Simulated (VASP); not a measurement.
Set up this calculation in VASP 6.6.1, as the native input.

- Task: single point
- Functional: pbesol exchange, pbe correlation
- Potentials or basis: VASP PAW PBE potentials, release 64 (Sn_d)
- Cutoff: 500 eV
- k mesh: 7 × 7 × 7
- Occupations: gaussian, width 0.05 eV
- Spin: collinear spin, zero start
- Starting moments: [0.0, 0.0] μB
- Dipole correction: no
- Further INCAR settings: ALGO = Normal; EDIFF = 1e-06; NBANDS = 25

The structure of Sn lies in POSCAR:

```
Sn
1.0
    0.0000000000      3.2333428000      3.2333428000
    3.2333428000      0.0000000000      3.2333428000
    3.2333428000      3.2333428000      0.0000000000
Sn
2
Direct
    0.2500000000      0.2500000000      0.2500000000
    1.0000000000      1.0000000000      1.0000000000
```

This isn't the form of Sn at room conditions, which is tetragonal (white tin).

These files were run (other wordings do the same):

INCAR

```
SYSTEM = Sn
ALGO = Normal
EDIFF = 1E-6
ENCUT = 500
GGA = LIBXC
GGA_COMPAT = .FALSE.
ISIF = 2
ISMEAR = 0
ISPIN = 2
LASPH = .TRUE.
LCHARG = .FALSE.
LIBXC1 = GGA_X_PBE_SOL
LIBXC2 = GGA_C_PBE
LORBIT = 11
LREAL = .FALSE.
LWAVE = .FALSE.
MAGMOM = 0 0
NBANDS = 25
NELM = 200
PREC = Accurate
SIGMA = 0.05
```

KPOINTS

```
k-points
0
G
  7 7 7
  0 0 0
```

Potentials or basis: VASP PAW PBE potentials, release 64 (Sn_d).

Launch:

```console
$ cat potpaw_PBE.64/Sn_d/POTCAR > POTCAR
$ mpirun -np 1 vasp_std > vasp.out
```

Results of the run:

```json
{
 "Pressure": "1.0 GPa",
 "Band gap on the k mesh": "zero (filled and empty bands overlap)",
 "Net moment": "0.00 μB per cell",
 "Valence electrons inside the program's atomic spheres": "Sn 12.35"
}
```

Caveat: the PAW data sets were made with another functional, which shifts forces and pressure a little; spin-orbit coupling is left out, which moves the levels of the heavy elements.

It took 52 s on 1 thread of Intel(R) Xeon(R) Platinum 8559C (Emerald Rapids), on a shared host, peak memory 0.25 GiB.
